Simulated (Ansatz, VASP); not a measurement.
## TaN in VASP and in Ansatz

INCAR

```
ALGO = Normal
EDIFF = 1E-6
ENCUT = 520
ISIF = 2
ISMEAR = -1
LASPH = T
LCHARG = F
LREAL = F
LWAVE = F
NBANDS = 33
NELM = 60
PREC = Accurate
SIGMA = 0.03
```

The input KPOINTS:

```
k-points
0
Gamma
  5 5 8
```

Contents of POSCAR:

```
TaN
1.0
    5.1849992558     -0.0777749888     -0.0777749888
   -2.6598547440      4.5292285685     -0.0284676217
   -0.0436200000     -0.0436200000      2.9080000000
Ta N
3 3
Direct
    0.0000000000      0.0000000000      0.0000000000
    0.3333333333      0.6666666667      0.5000000000
    0.6666666667      0.3333333333      0.5000000000
    0.5000000000      0.0000000000      0.0000000000
    0.5000000000      0.5000000000      0.0000000000
    0.0000000000      0.5000000000      0.0000000000
```

Input for Ansatz:

```yaml
crystal:
  lattice:
    - [5.1849992558, -0.0777749888, -0.0777749888]
    - [-2.659854744, 4.5292285685, -0.0284676217]
    - [-0.04362, -0.04362, 2.908]
  atoms:
    - { symbol: Ta, position: [0.0, 0.0, 0.0] }
    - { symbol: Ta, position: [0.3333333333, 0.6666666667, 0.5] }
    - { symbol: Ta, position: [0.6666666667, 0.3333333333, 0.5] }
    - { symbol: "N", position: [0.5, 0.0, 0.0] }
    - { symbol: "N", position: [0.5, 0.5, 0.0] }
    - { symbol: "N", position: [0.0, 0.5, 0.0] }
kpoints:
  mp_grid: { grid: [5, 5, 8] }
  band_path:
    path:
      - [0.0, 0.0, 0.0]
      - [0.0, 0.0, 0.5]
      - [-0.5, 0.5, 0.0]
      - [0.0, 0.0, 0.0]
      - [0.0, -0.5, 0.0]
      - [-0.5, 0.0, 0.5]
      - [0.0, 0.0, 0.0]
      - [-0.5, 0.0, 0.0]
      - [0.0, -0.5, 0.5]
    npoints: 5
scf:
  occupations: { method: fermi_dirac, width: 0.03 }
hamiltonian:
  xc: lda
  pseudopotentials: { kind: all_electron, lapw: { basis_error: 0.0005 } }
output:
  forces: true
  stress: true
  eigenvalues: true
```

Change from the starting cell: equal xy, yz and zx shear strains of -3 %.

Alike in both runs: task single point; functional LDA; k mesh 5 × 5 × 8; occupations fermi-dirac, width 0.03 eV; no spin polarisation.

|  | VASP | Ansatz |
| --- | --- | --- |
| version | VASP 6.6.1 | Ansatz 0.2.0 |
| potentials or method | VASP PAW LDA potentials, release 64 (Ta_pv, N), cutoff 520 eV | all-electron LAPW, scalar-relativistic |

```csv
,VASP,Ansatz,Ansatz less VASP
pressure (GPa),-2.1,-3.9,-1.79
"traceless stress, the component that is largest in VASP (GPa)",6.40,6.26,-0.143
rms of the force components (eV/Å),0.165,0.159,-0.0058
```

LDA's correlation is that of Perdew and Zunger in VASP and of Perdew and Wang (1992) in Ansatz. Atom by atom the forces differ by 0.006 eV/Å (rms over components). Ansatz ran all-electron here, and VASP with PAW potentials.

Spin-orbit coupling is off throughout.
